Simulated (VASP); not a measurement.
# I (Fd-3m) in VASP: single point with PBE

Aim: the single point of I with PBE.

Everything below comes from runs of VASP 6.6.1. Logs are shortened: lines on timing, memory, paths and dates and some standing lists are left out, and cuts for length are marked.

## 1. The cell of the first run

It takes space group Fd-3m (No. 227, cubic). The conventional cell has a = 6.036 Å, b = 6.036 Å, c = 6.036 Å, α = 90.00°, β = 90.00°, γ = 90.00°. Within 3.4 Å of I (site symmetry -43m) lie 4 I at 2.61 Å.

## 2. Single point, PBE (27.50 Å³/atom)

The input, INCAR:

```
ALGO = Normal ; EDIFF = 1E-6
ENCUT = 500 ; GGA = PE
GGA_COMPAT = F ; ISIF = 2
ISMEAR = -1 ; LASPH = T
LCHARG = F ; LREAL = F
LWAVE = F ; NBANDS = 14
NELM = 120 ; PREC = Accurate
SIGMA = 0.1
```

The input, KPOINTS:

```
k-points
0
Gamma
  10 10 10
```

The input, POSCAR:

```
I
1.0
    0.0000000000      3.0182263843      3.0182263843
    3.0182263843      0.0000000000      3.0182263843
    3.0182263843      3.0182263843      0.0000000000
I
2
Direct
   -0.1250000000     -0.1250000000     -0.1250000000
    0.1250000000      0.1250000000      0.1250000000
```

Potentials or basis: VASP PAW PBE potentials, release 64 (I).

Command:

```bash
$ cat potpaw_PBE.64/I/POTCAR > POTCAR
$ mpirun -np 1 vasp_std > vasp.out
```

OUTCAR:

```text
EDIFF = 1E-6
   ENCUT = 500
   GGA = PE
   ISIF = 2
   ISMEAR = -1
   LASPH = T
   LREAL = F
   NELM = 120
   PREC = Accurate

 ion  position               nearest neighbor table
   1  0.875  0.875  0.875-   2 2.61   2 2.61   2 2.61   2 2.61
   2  0.125  0.125  0.125-   1 2.61   1 2.61   1 2.61   1 2.61

  LATTYP: Found a face centered cubic cell.
 ALAT       =     6.0364527686

  Lattice vectors:

 A1 = (   0.0000000000,   3.0182263843,   3.0182263843)
 A2 = (   3.0182263843,   0.0000000000,   3.0182263843)
 A3 = (   3.0182263843,   3.0182263843,   0.0000000000)

Analysis of symmetry for initial positions (statically):
=====================================================================
 Subroutine PRICEL returns:
 Original cell was already a primitive cell.

 Routine SETGRP: Setting up the symmetry group for a
 face centered cubic supercell.

 Subroutine GETGRP returns: Found 48 space group operations
 (whereof 12 operations were pure point group operations)
 out of a pool of 48 trial point group operations.

The static configuration has the point symmetry D_3d.
 The point group associated with its full space group is O_h .

Analysis of symmetry for dynamics (positions and initial velocities):
=====================================================================
 Subroutine PRICEL returns:
 Original cell was already a primitive cell.

 Routine SETGRP: Setting up the symmetry group for a
 face centered cubic supercell.

 Subroutine GETGRP returns: Found 48 space group operations
 (whereof 12 operations were pure point group operations)
 out of a pool of 48 trial point group operations.

The dynamic configuration has the point symmetry D_3d.
 The point group associated with its full space group is O_h .

 Subroutine INISYM returns: Found 48 space group operations
 (whereof 12 operations are pure point group operations),
 and found     1 'primitive' translations

----------------------------------------------------------------------------------------

                                     Primitive cell

  volume of cell :      54.9902

  direct lattice vectors                    reciprocal lattice vectors
     0.000000000  3.018226384  3.018226384    -0.165660204  0.165660204  0.165660204
     3.018226384  0.000000000  3.018226384     0.165660204 -0.165660204  0.165660204
     3.018226384  3.018226384  0.000000000     0.165660204  0.165660204 -0.165660204

  length of vectors
     4.268416687  4.268416687  4.268416687     0.286931891  0.286931891  0.286931891

  position of ions in fractional coordinates (direct lattice)
     0.875000000  0.875000000  0.875000000
     0.125000000  0.125000000  0.125000000

  ion indices of the primitive-cell ions
   primitive index   ion index
                 1           1
                 2           2

----------------------------------------------------------------------------------------

 KPOINTS: k-points

Automatic generation of k-mesh.
 Grid dimensions read from file:
 generate k-points for:   10   10   10

 Generating k-lattice:

  Cartesian coordinates                     Fractional coordinates (reciprocal lattice)
    -0.016566020  0.016566020  0.016566020     0.100000000  0.000000000  0.000000000
     0.016566020 -0.016566020  0.016566020     0.000000000  0.100000000  0.000000000
     0.016566020  0.016566020 -0.016566020     0.000000000  0.000000000  0.100000000

  Length of vectors
     0.028693189  0.028693189  0.028693189

  Shift w.r.t. Gamma in fractional coordinates (k-lattice)
     0.000000000  0.000000000  0.000000000

 Subroutine IBZKPT returns following result:
 ===========================================

 Found     47 irreducible k-points:

 Following reciprocal coordinates:
            Coordinates               Weight
  0.000000  0.000000  0.000000      1.000000
  0.100000  0.000000  0.000000      8.000000
  0.200000  0.000000  0.000000      8.000000
  0.300000  0.000000  0.000000      8.000000
  0.400000  0.000000  0.000000      8.000000
  0.500000  0.000000  0.000000      4.000000
[... 16 lines left out ...]
  0.300000  0.300000  0.000000      6.000000
  0.400000  0.300000  0.000000     24.000000
 [... further k-points ...]
   k-points           NKPTS =     47   k-points in BZ     NKDIM =     47   number of bands    NBANDS=     14
   number of dos      NEDOS =    301   number of ions     NIONS =      2
   total plane-waves  NPLWV =  32768
   dimension x,y,z NGX =    32 NGY =   32 NGZ =   32
   dimension x,y,z NGXF=    64 NGYF=   64 NGZF=   64
   ions per type =               2
   NGX,Y,Z   is equivalent  to a cutoff of  12.46, 12.46, 12.46 a.u.
   NGXF,Y,Z  is equivalent  to a cutoff of  24.93, 24.93, 24.93 a.u.
 SYSTEM =  unknown system
   PREC   = accura    normal or accurate (medium, high low for compatibility)
   ISTART =      0    job   : 0-new  1-cont  2-samecut
   ICHARG =      2    charge: 1-file 2-atom 10-const
   ISPIN  =      1    spin polarized calculation?
   LNONCOLLINEAR =      F non collinear calculations
   LSORBIT =      F    spin-orbit coupling
   LASPH  =      T    aspherical Exc in radial PAW
   ENCUT  =  500.0 eV  36.75 Ry    6.06 a.u.   7.78  7.78  7.78*2*pi/ulx,y,z
   NELM   =    120;   NELMIN=  2; NELMDL= -5     # of ELM steps
   EDIFF  = 0.1E-05   stopping-criterion for ELM
   LREAL  =      F    real-space projection
   EDIFFG = 0.1E-04   stopping-criterion for IOM
   NSW    =      0    number of steps for IOM
   IBRION =     -1    ionic relax: 0-MD 1-quasi-New 2-CG
   NFREE  =      0    steps in history (QN), initial steepest desc. (CG)
   ISIF   =      2    stress and relaxation
   ISYM   =      2    0-nonsym 1-usesym 2-fastsym
   POTIM  = 0.5000    time-step for ionic-motion
   TEBEG  =    0.0;   TEEND  =   0.0 temperature during run
   PSTRESS=    0.0 pullay stress
   NELECT =      14.0000    total number of electrons
   NUPDOWN=      -1.0000    fix difference up-down
   EMIN   =  10.00;   EMAX   =-10.00  energy-range for DOS
   EFERMI =   0.00;   METHOD = LEGACY
   ISMEAR =    -1;   SIGMA  =   0.10  broadening in eV -4-tet -1-fermi 0-gaus
   EFERMI_NEDOS =   21; number of points for ismear=-14 and -15
   IALGO  =     38    algorithm
   IMIX   =      4    mixing-type and parameters
     AMIX     =   0.40;   BMIX     =  1.00
     AMIX_MAG =   1.60;   BMIX_MAG =  1.00
  volume/ion in A,a.u.               =      27.50       185.55
  Fermi-wavevector in a.u.,A,eV,Ry     =   1.037582  1.960745 14.647707  1.076576
  Thomas-Fermi vector in A             =   2.172026
   LORBIT       =      0    0 simple, 1 ext, 2 COOP (PROOUT), +10 PAW based schemes
   GGA     = PE    functional components
   LHFCALC =     F    Hartree Fock is set to
   AEXX    =    0.0000 exact exchange contribution
   IVDW    =     0    specifies the selected vdW correction
   LEPSILON=     F    determine dielectric tensor
   LRPA    =     F    only Hartree local field effects (RPA)
 non-spin polarized calculation
  energy-cutoff  :      500.00
  volume of cell :       54.99
 maximum number of plane-waves:      1411
   NGX = 15   NGY = 15   NGZ = 15

 number of electron      14.0000002 magnetization

 Free energy of the ion-electron system (eV)
  ---------------------------------------------------
  ext. energy  EPLUGINS =         0.00000000
  ---------------------------------------------------
  free energy    TOTEN  =         3.36960645 eV

  energy without entropy =        3.42824884  energy(sigma->0) =        3.39892765

 E-fermi :   9.4398     XC(G=0):  -9.8307

 val. band max:        9.4264209428   @ k =  -0.4000   0.3000   0.1000
 cond. band min:       9.4471921118   @ k =   0.4000   0.3000   0.1000
 fundamental gap:      0.0207711690
 Fermi energy:         9.4398368519

 k-point     1 :       0.0000    0.0000    0.0000
  band No.  band energies     occupation
      1      -9.3233      2.00000
      2      -0.4441      2.00000
      3       3.1617      2.00000
      4       3.1617      2.00000
      5       3.1617      2.00000
      6       6.5615      2.00000
      7       6.5615      2.00000
      8       6.5615      2.00000
      9      12.2311      0.00000
     10      14.3213      0.00000
     11      14.3213      0.00000
     12      16.3375      0.00000
     13      16.3375      0.00000
     14      16.3375      0.00000

 k-point     2 :       0.1000    0.0000    0.0000
  band No.  band energies     occupation
      1      -9.2296      2.00000
      2      -0.9671      2.00000
      3       3.0327      2.00000
      4       3.0327      2.00000
      5       3.3650      2.00000
      6       6.7590      2.00000
      7       6.7590      2.00000
      8       6.8216      2.00000
      9      12.6102      0.00000
     10      13.9963      0.00000
     11      13.9963      0.00000
     12      16.0555      0.00000
     13      17.0140      0.00000
     14      17.0140      0.00000

 k-point     3 :       0.2000    0.0000    0.0000
  band No.  band energies     occupation
      1      -8.9577      2.00000
      2      -2.0706      2.00000
      3       2.7474      2.00000
      4       2.7474      2.00000
      5       3.5227      2.00000
      6       7.2074      2.00000
      7       7.2074      2.00000
      8       7.7052      2.00000
      9      13.4156      0.00000
     10      13.6626      0.00000
     11      13.6626      0.00000
     12      15.7885      0.00000
     13      18.4232      0.00000
     14      18.4232      0.00000
[... 324 lines left out ...]
 k-point    23 :       0.3000    0.3000    0.0000
  band No.  band energies     occupation
      1      -8.2113      2.00000
      2      -3.8041      2.00000
      3       1.6442      2.00000
      4       1.6442      2.00000
      5       5.6167      2.00000
      6       5.6412      2.00000
      7       9.5323      0.56815
      8       9.5323      0.56815
      9      12.1668      0.00000
     10      15.4912      0.00000
     11      15.5007      0.00000
     12      18.5906      0.00000
     13      18.5906      0.00000
     14      19.3137      0.00000

 k-point    24 :       0.4000    0.3000    0.0000
  band No.  band energies     occupation
      1      -7.7835      2.00000
      2      -4.5434      2.00000
      3       1.2980      2.00000
      4       1.4723      2.00000
      5       5.6114      2.00000
      6       6.0028      2.00000
      7       9.9653      0.01039
      8      10.0370      0.00509
      9      12.8523      0.00000
     10      15.4846      0.00000
     11      15.9465      0.00000
     12      17.6161      0.00000
     13      18.3305      0.00000
     14      18.8737      0.00000

 [... further k-points ...]
[... 5 lines left out ...]
  --------------------------------------------------------------------------------------
  -------------------------------------------------------------------------------------
  Total       18.0893833     18.0893833     18.0893833      0.0000000      0.0000000     -0.0000000
  in kB      527.0464762    527.0464762    527.0464762      0.0000000      0.0000000     -0.0000000
  external PRESSURE =     527.0464762 kB  Pullay stress =       0.0000000 kB

 VOLUME and BASIS-vectors are now :
 -----------------------------------------------------------------------------
  energy-cutoff  :      500.00
  volume of cell :       54.99
      direct lattice vectors                 reciprocal lattice vectors
     0.000000000  3.018226384  3.018226384    -0.165660204  0.165660204  0.165660204
     3.018226384  0.000000000  3.018226384     0.165660204 -0.165660204  0.165660204
     3.018226384  3.018226384  0.000000000     0.165660204  0.165660204 -0.165660204

 POSITION                                       TOTAL-FORCE (eV/Angst)
 -----------------------------------------------------------------------------------
      5.28190      5.28190      5.28190         0.000000      0.000000      0.000000
      0.75456      0.75456      0.75456        -0.000000     -0.000000     -0.000000
 -----------------------------------------------------------------------------------
    total drift:                                0.000000      0.000000     -0.000000

  FREE ENERGIE OF THE ION-ELECTRON SYSTEM (eV)
  ---------------------------------------------------
  free  energy   TOTEN  =         3.3696064485 eV

  energy  without entropy=        3.4282488443  energy(sigma->0) =        3.39892765
```

Run time: 39 s. Hardware: 1 thread of Intel Xeon 8259CL, shared host; peak memory 0.15 GiB.

Results:

| Quantity | Value |
| --- | --- |
| Free energy | 3.3696 eV |
| Pressure | 52.7 GPa |
| Band gap on the k mesh | zero (bands 7 and 8 overlap by 4.86 eV) |

Caveat: the cell stands under pressure; spin-orbit coupling is left out, which moves the levels of the heavy elements.

The gap in the log of VASP goes by the Fermi energy; the results here count the filled bands.